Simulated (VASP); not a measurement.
# Sn3H (P6_3/mmc) in VASP: single point with PBE

Aim: the single point of Sn3H with PBE.

Everything below comes from runs of VASP 6.6.1. Logs are shortened: lines on timing, memory, paths and dates and some standing lists are left out, and cuts for length are marked.

### Step 1. The cell of the first run

The structure is hexagonal, space group P6_3/mmc (No. 194). Conventional cell: a = 6.382 Å, b = 6.382 Å, c = 5.154 Å, α = 90.00°, β = 90.00°, γ = 120.00°. Within 4.1 Å of Sn (site symmetry mm2) lie 8 Sn at 3.11 to 3.27 Å and 4 H at 3.14 to 3.19 Å. Within 4.1 Å of H (site symmetry -6m2) lie 12 Sn at 3.14 to 3.19 Å.

### Step 2. Single point, PBE

Contents of INCAR:

```
PREC = Accurate ; ENCUT = 520
EDIFF = 1E-6 ; ISMEAR = 0
SIGMA = 0.1 ; LREAL = False
LASPH = True ; NELM = 100
ALGO = Normal ; ISIF = 2
LWAVE = False ; LCHARG = False
GGA = PE ; NBANDS = 53
```

Contents of KPOINTS:

```
Automatic mesh
0
Gamma
  6 6 8
```

Contents of POSCAR:

```
Sn3H
1.0
    6.3818984603      0.0000000000      0.0000000000
   -3.1909492301      5.5268861910      0.0000000000
    0.0000000000      0.0000000000      5.1541453915
Sn H
6 2
Direct
    0.8292604116      0.6585208232      0.2500000000
    0.1707395884      0.8292604116      0.7500000000
    0.3414791768      0.1707395884      0.2500000000
    0.1707395884      0.3414791768      0.7500000000
    0.8292604116      0.1707395884      0.2500000000
    0.6585208232      0.8292604116      0.7500000000
    0.3333333333      0.6666666667      0.2500000000
    0.6666666667      0.3333333333      0.7500000000
```

Potentials or basis: VASP PAW PBE potentials, release 64 (Sn_d, H).

On the command line:

```
$ cat potpaw_PBE.64/Sn_d/POTCAR potpaw_PBE.64/H/POTCAR > POTCAR
$ mpirun -np 1 vasp_std > vasp.out
```

OUTCAR:

```text
PREC = Accurate
   ENCUT = 520
   EDIFF = 1E-6
   ISMEAR = 0
   LREAL = False
   LASPH = True
   NELM = 100
   ISIF = 2
   GGA = PE

 ion  position               nearest neighbor table
   1  0.829  0.659  0.250-   5 3.11   3 3.11   6 3.19   6 3.19   2 3.19   2 3.19   5 3.27   3 3.27

   2  0.171  0.829  0.750-   4 3.11   6 3.11   3 3.19   3 3.19   1 3.19   1 3.19   4 3.27   6 3.27

   3  0.341  0.171  0.250-   5 3.11   1 3.11   4 3.19   4 3.19   2 3.19   2 3.19   5 3.27   1 3.27

   4  0.171  0.341  0.750-   2 3.11   6 3.11   3 3.19   3 3.19   5 3.19   5 3.19   2 3.27   6 3.27

   5  0.829  0.171  0.250-   1 3.11   3 3.11   6 3.19   6 3.19   4 3.19   4 3.19   1 3.27   3 3.27

   6  0.659  0.829  0.750-   2 3.11   4 3.11   1 3.19   1 3.19   5 3.19   5 3.19   2 3.27   4 3.27

   7  0.333  0.667  0.250-
   8  0.667  0.333  0.750-

  LATTYP: Found a hexagonal cell.
 ALAT       =     6.3818984603
 C/A-ratio  =     0.8076194605

  Lattice vectors:

 A1 = (   6.3818984603,   0.0000000000,   0.0000000000)
 A2 = (  -3.1909492301,   5.5268861910,   0.0000000000)
 A3 = (   0.0000000000,   0.0000000000,   5.1541453915)

Analysis of symmetry for initial positions (statically):
=====================================================================
 Subroutine PRICEL returns:
 Original cell was already a primitive cell.

 Routine SETGRP: Setting up the symmetry group for a
 hexagonal supercell.

 Subroutine GETGRP returns: Found 24 space group operations
 (whereof 12 operations were pure point group operations)
 out of a pool of 24 trial point group operations.

The static configuration has the point symmetry D_3d.
 The point group associated with its full space group is D_6h.

Analysis of symmetry for dynamics (positions and initial velocities):
=====================================================================
 Subroutine PRICEL returns:
 Original cell was already a primitive cell.

 Routine SETGRP: Setting up the symmetry group for a
 hexagonal supercell.

 Subroutine GETGRP returns: Found 24 space group operations
 (whereof 12 operations were pure point group operations)
 out of a pool of 24 trial point group operations.

The dynamic configuration has the point symmetry D_3d.
 The point group associated with its full space group is D_6h.

 Subroutine INISYM returns: Found 24 space group operations
 (whereof 12 operations are pure point group operations),
 and found     1 'primitive' translations

----------------------------------------------------------------------------------------

                                     Primitive cell

  volume of cell :     181.7972

  direct lattice vectors                    reciprocal lattice vectors
     6.381898460  0.000000000  0.000000000     0.156693186  0.090466853  0.000000000
    -3.190949230  5.526886191  0.000000000     0.000000000  0.180933706  0.000000000
     0.000000000  0.000000000  5.154145392     0.000000000  0.000000000  0.194018586

  length of vectors
     6.381898460  6.381898460  5.154145392     0.180933706  0.180933706  0.194018586

  position of ions in fractional coordinates (direct lattice)
     0.829260412  0.658520823  0.250000000
     0.170739588  0.829260412  0.750000000
     0.341479177  0.170739588  0.250000000
     0.170739588  0.341479177  0.750000000
     0.829260412  0.170739588  0.250000000
     0.658520823  0.829260412  0.750000000
     0.333333333  0.666666667  0.250000000
     0.666666667  0.333333333  0.750000000

  ion indices of the primitive-cell ions
   primitive index   ion index
                 1           1
                 2           2
                 3           3
                 4           4
                 5           5
                 6           6
                 7           7
                 8           8

----------------------------------------------------------------------------------------

 KPOINTS: Automatic mesh

Automatic generation of k-mesh.
 Grid dimensions read from file:
 generate k-points for:    6    6    8

 Generating k-lattice:

  Cartesian coordinates                     Fractional coordinates (reciprocal lattice)
     0.026115531  0.015077809  0.000000000     0.166666667 -0.000000000  0.000000000
     0.000000000  0.030155618  0.000000000     0.000000000  0.166666667  0.000000000
     0.000000000  0.000000000  0.024252323     0.000000000  0.000000000  0.125000000

  Length of vectors
     0.030155618  0.030155618  0.024252323

  Shift w.r.t. Gamma in fractional coordinates (k-lattice)
     0.000000000  0.000000000  0.000000000

 Subroutine IBZKPT returns following result:
 ===========================================

 Found     35 irreducible k-points:

 Following reciprocal coordinates:
            Coordinates               Weight
  0.000000  0.000000  0.000000      1.000000
  0.166667  0.000000  0.000000      6.000000
  0.333333  0.000000  0.000000      6.000000
  0.500000  0.000000  0.000000      3.000000
  0.166667  0.166667  0.000000      6.000000
  0.333333  0.166667  0.000000     12.000000
[... 16 lines left out ...]
  0.166667  0.000000  0.375000     12.000000
  0.333333  0.000000  0.375000     12.000000
 [... further k-points ...]
   k-points           NKPTS =     35   k-points in BZ     NKDIM =     35   number of bands    NBANDS=     53
   number of dos      NEDOS =    301   number of ions     NIONS =      8
   total plane-waves  NPLWV =  92160
   dimension x,y,z NGX =    48 NGY =   48 NGZ =   40
   dimension x,y,z NGXF=    96 NGYF=   96 NGZF=   80
   ions per type =               6   2
   NGX,Y,Z   is equivalent  to a cutoff of  12.50, 12.50, 12.90 a.u.
   NGXF,Y,Z  is equivalent  to a cutoff of  25.01, 25.01, 25.80 a.u.
 SYSTEM =  unknown system
   PREC   = accura    normal or accurate (medium, high low for compatibility)
   ISTART =      0    job   : 0-new  1-cont  2-samecut
   ICHARG =      2    charge: 1-file 2-atom 10-const
   ISPIN  =      1    spin polarized calculation?
   LNONCOLLINEAR =      F non collinear calculations
   LSORBIT =      F    spin-orbit coupling
   LASPH  =      T    aspherical Exc in radial PAW
   ENCUT  =  520.0 eV  38.22 Ry    6.18 a.u.  11.87 11.87  9.58*2*pi/ulx,y,z
   NELM   =    100;   NELMIN=  2; NELMDL= -5     # of ELM steps
   EDIFF  = 0.1E-05   stopping-criterion for ELM
   LREAL  =      F    real-space projection
   EDIFFG = 0.1E-04   stopping-criterion for IOM
   NSW    =      0    number of steps for IOM
   IBRION =     -1    ionic relax: 0-MD 1-quasi-New 2-CG
   NFREE  =      0    steps in history (QN), initial steepest desc. (CG)
   ISIF   =      2    stress and relaxation
   ISYM   =      2    0-nonsym 1-usesym 2-fastsym
   POTIM  = 0.5000    time-step for ionic-motion
   TEBEG  =    0.0;   TEEND  =   0.0 temperature during run
   PSTRESS=    0.0 pullay stress
   NELECT =      86.0000    total number of electrons
   NUPDOWN=      -1.0000    fix difference up-down
   EMIN   =  10.00;   EMAX   =-10.00  energy-range for DOS
   EFERMI =   0.00;   METHOD = LEGACY
   ISMEAR =     0;   SIGMA  =   0.10  broadening in eV -4-tet -1-fermi 0-gaus
   EFERMI_NEDOS =   21; number of points for ismear=-14 and -15
   IALGO  =     38    algorithm
   IMIX   =      4    mixing-type and parameters
     AMIX     =   0.40;   BMIX     =  1.00
     AMIX_MAG =   1.60;   BMIX_MAG =  1.00
  volume/ion in A,a.u.               =      22.72       153.35
  Fermi-wavevector in a.u.,A,eV,Ry     =   1.275592  2.410520 22.138532  1.627136
  Thomas-Fermi vector in A             =   2.408296
   LORBIT       =      0    0 simple, 1 ext, 2 COOP (PROOUT), +10 PAW based schemes
   GGA     = PE    functional components
   LHFCALC =     F    Hartree Fock is set to
   AEXX    =    0.0000 exact exchange contribution
   IVDW    =     0    specifies the selected vdW correction
   LEPSILON=     F    determine dielectric tensor
   LRPA    =     F    only Hartree local field effects (RPA)
 non-spin polarized calculation
 Gauss-broadening in eV      SIGMA  =   0.10
  energy-cutoff  :      520.00
  volume of cell :      181.80
 maximum number of plane-waves:      4945
 NGX is ok and might be reduce to    48
   NGX = 23   NGY = 23   NGZ = 19

 number of electron      85.9999990 magnetization

 Free energy of the ion-electron system (eV)
  ---------------------------------------------------
  ext. energy  EPLUGINS =         0.00000000
  ---------------------------------------------------
  free energy    TOTEN  =       -26.10796312 eV

  energy without entropy =      -26.09061101  energy(sigma->0) =      -26.09928706

 E-fermi :   6.7297     XC(G=0): -10.0134

 val. band max:        6.7275984692   @ k =   0.1667   0.0000   0.2500
 cond. band min:       6.7932729349   @ k =   0.3333   0.1667   0.0000
 fundamental gap:      0.0656744657
 Fermi energy:         6.7296966550

 k-point     1 :       0.0000    0.0000    0.0000
  band No.  band energies     occupation
      1     -14.8563      2.00000
      2     -14.8406      2.00000
      3     -14.8406      2.00000
      4     -14.7932      2.00000
      5     -14.7803      2.00000
      6     -14.7731      2.00000
[... 45 lines left out ...]
     52      10.9390      0.00000
     53      12.1605      0.00000

 k-point     2 :       0.1667    0.0000    0.0000
  band No.  band energies     occupation
      1     -14.8454      2.00000
      2     -14.8341      2.00000
      3     -14.8238      2.00000
      4     -14.7855      2.00000
      5     -14.7771      2.00000
      6     -14.7737      2.00000
[... 45 lines left out ...]
     52      11.0015      0.00000
     53      11.4189      0.00000

 k-point     3 :       0.3333    0.0000    0.0000
  band No.  band energies     occupation
      1     -14.8352      2.00000
      2     -14.7993      2.00000
      3     -14.7859      2.00000
      4     -14.7811      2.00000
      5     -14.7782      2.00000
      6     -14.7678      2.00000
[... 45 lines left out ...]
     52      11.2814      0.00000
     53      11.8617      0.00000
[... 1065 lines left out ...]
 k-point    23 :       0.1667    0.0000    0.3750
  band No.  band energies     occupation
      1     -14.8267      2.00000
      2     -14.8192      2.00000
      3     -14.8085      2.00000
      4     -14.8012      2.00000
      5     -14.7914      2.00000
      6     -14.7886      2.00000
[... 45 lines left out ...]
     52      11.9544      0.00000
     53      12.3230      0.00000

 k-point    24 :       0.3333    0.0000    0.3750
  band No.  band energies     occupation
      1     -14.8229      2.00000
      2     -14.8096      2.00000
      3     -14.7906      2.00000
      4     -14.7709      2.00000
      5     -14.7700      2.00000
      6     -14.7582      2.00000
[... 45 lines left out ...]
     52      11.3715      0.00000
     53      12.4605      0.00000

 [... further k-points ...]
[... 5 lines left out ...]
  --------------------------------------------------------------------------------------
  -------------------------------------------------------------------------------------
  Total       -0.0840793     -0.0840793     -0.0999997     -0.0000000      0.0000000     -0.0000000
  in kB       -0.7409905     -0.7409905     -0.8812968     -0.0000000      0.0000000     -0.0000000
  external PRESSURE =      -0.7877593 kB  Pullay stress =       0.0000000 kB

 VOLUME and BASIS-vectors are now :
 -----------------------------------------------------------------------------
  energy-cutoff  :      520.00
  volume of cell :      181.80
      direct lattice vectors                 reciprocal lattice vectors
     6.381898460  0.000000000  0.000000000     0.156693186  0.090466853  0.000000000
    -3.190949230  5.526886191  0.000000000     0.000000000  0.180933706  0.000000000
     0.000000000  0.000000000  5.154145392     0.000000000  0.000000000  0.194018586

 POSITION                                       TOTAL-FORCE (eV/Angst)
 -----------------------------------------------------------------------------------
      3.19095      3.63957      1.28854        -0.000000     -0.002916     -0.000000
     -1.55649      4.58323      3.86561         0.002525     -0.001458     -0.000000
      1.63446      0.94366      1.28854         0.002525      0.001458     -0.000000
      0.00000      1.88732      3.86561         0.000000      0.002916      0.000000
      4.74743      0.94366      1.28854        -0.002525      0.001458      0.000000
      1.55649      4.58323      3.86561        -0.002525     -0.001458      0.000000
     -0.00000      3.68459      1.28854        -0.000000     -0.000000      0.000000
      3.19095      1.84230      3.86561        -0.000000     -0.000000      0.000000
 -----------------------------------------------------------------------------------
    total drift:                                0.000000     -0.000000      0.000000

  FREE ENERGIE OF THE ION-ELECTRON SYSTEM (eV)
  ---------------------------------------------------
  free  energy   TOTEN  =       -26.1079631231 eV

  energy  without entropy=      -26.0906110061  energy(sigma->0) =      -26.09928706
```

It took 5.6 min on 1 thread of Intel Xeon Platinum 8259CL at 2.50GHz (Skylake/Cascade Lake), shared host; peak memory 0.43 GiB.

What came out:

```yaml
Free_energy: -26.1080 eV
Pressure: -0.1 GPa
Band_gap_on_the_k_mesh: zero (bands 43 and 44 overlap by 3.59 eV)
```

Forces in eV/Å, atoms in the order of the input:
```
Sn   0.000 -0.003  0.000
Sn   0.003 -0.001  0.000
Sn   0.003  0.001  0.000
Sn   0.000  0.003  0.000
Sn  -0.003  0.001  0.000
Sn  -0.003 -0.001  0.000
H    0.000  0.000  0.000
H    0.000  0.000  0.000
```

Levels at points of the mesh, in eV from the Fermi level:
```csv
k point,band 41,band 42,band 43,band 44,band 45,band 46
"(0.00, 0.00, 0.00)",-0.34,-0.34,-0.23,-0.07,-0.07,0.39
"(0.50, 0.00, 0.00)",-1.15,-0.70,-0.47,-0.34,0.34,0.71
"(0.00, 0.00, 0.50)",-2.67,-2.67,-2.14,-2.14,2.66,2.66
"(0.50, 0.00, 0.50)",-0.23,-0.23,0.79,0.79,0.97,0.97
```

Caveat: spin-orbit coupling is left out, which moves the levels of the heavy elements.

The gap in the log of VASP goes by the Fermi energy; the results here count the filled bands.